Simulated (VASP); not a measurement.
B17SeN17 (a cell with a defect): single point with PBE

System: B17SeN17 (a cell with a defect).

```
B N Se
1.0
     7.46503    0.00000    0.00000
    -3.73252    6.46491    0.00000
     0.00000    0.00000    6.49548
B N Se
17 17 1
Cartesian
  0.0359 1.9783 1.5453
  1.1070 0.1083 4.6905
  -1.2116 4.1289 1.6238
  -0.0185 2.3364 5.0642
  -2.4545 6.2939 1.5072
  -1.2592 4.4646 4.8255
  2.5176 1.9896 1.4057
  3.8401 0.1100 4.6780
  1.2748 4.1263 1.5934
  0.0277 6.2932 1.5063
  1.2117 4.3797 5.1399
  5.0019 1.9795 1.5386
  6.2069 0.0969 5.0435
  3.7622 4.1281 1.5761
  4.9698 2.3332 5.0494
  2.5184 6.2858 1.5721
  3.7377 4.3801 5.1416
  -0.0560 0.8512 5.0015
  1.2637 1.2630 1.3934
  -1.2502 3.0283 4.8345
  0.0258 3.4106 1.6780
  -2.5161 5.1663 4.8469
  -1.2155 5.5634 1.4982
  3.7632 1.2645 1.4016
  1.1338 3.0202 5.3998
  2.5156 3.4217 1.5852
  0.0011 5.1625 4.8511
  1.2671 5.5724 1.5931
  5.0109 0.8479 4.9722
  6.2465 1.2602 1.5742
  3.8273 3.0248 5.3769
  5.0062 3.4143 1.6437
  2.4751 5.1295 5.1105
  3.7618 5.5737 1.5839
  2.4730 1.2590 4.1052
```

- Program: VASP 6.6.1
- Task: single point
- Functional: PBE
- Potentials or basis: VASP PAW PBE potentials, release 64 (B, N, Se)
- Cutoff: 520 eV
- k mesh: 1 × 1 × 1, shifted
- Occupations: fermi-dirac, width 0.01 eV
- Spin: no spin polarisation
- Dipole correction: no
- Charge: -2
- Mended: yes
- Further INCAR settings: LREAL = Auto; ALGO = Normal; EDIFF = 1e-06; NBANDS = 94; ISYM = -1; NELECT = 144.0

| Item | Value |
| --- | --- |
| Largest force | 0.088 eV/Å |

Forces in eV/Å, atoms in the order of the input:
```
B    0.004 -0.001  0.006
B   -0.006 -0.029  0.013
B   -0.002  0.003  0.003
B   -0.001 -0.039 -0.004
B    0.001 -0.001 -0.004
B   -0.003 -0.002 -0.005
B   -0.004  0.006 -0.005
B    0.011 -0.029  0.012
B    0.000  0.001  0.008
B   -0.002  0.001 -0.006
B    0.018  0.007  0.007
B   -0.002  0.002  0.002
B   -0.004  0.001  0.007
B   -0.001  0.003  0.008
B    0.002 -0.033  0.002
B    0.000  0.001 -0.001
B   -0.015  0.008  0.006
N    0.002  0.019 -0.003
N   -0.002  0.003 -0.005
N    0.002  0.001  0.007
N   -0.001  0.000 -0.005
N    0.000 -0.002  0.001
N    0.001 -0.004 -0.001
N    0.001  0.000 -0.005
N    0.011 -0.006  0.003
N    0.000 -0.003 -0.005
N    0.000 -0.001  0.000
N    0.001 -0.001  0.000
N    0.002  0.016  0.001
N    0.001  0.000 -0.003
N   -0.007 -0.006 -0.003
N    0.000 -0.002 -0.005
N   -0.002  0.003  0.003
N   -0.001  0.000 -0.002
Se  -0.001  0.084 -0.027
```

Levels at points of the mesh, in eV from the Fermi level:
```
           k point  band 69  band 70  band 71  band 72  band 73  band 74  band 75  band 76
(0.25, 0.25, 0.25)    -2.31    -1.99    -0.73    -0.28     1.46     1.69     1.89     2.23
```

Run time: 49 s on 1 thread of Intel(R) Xeon(R) Platinum 8488C (Sapphire Rapids), with other jobs on the host, peak memory 0.37 GiB.

Caveat: the cell carries a net charge on a neutralising background, which shifts energy and pressure; the cell is charged against a uniform background, so pressure and absolute levels hang on convention.
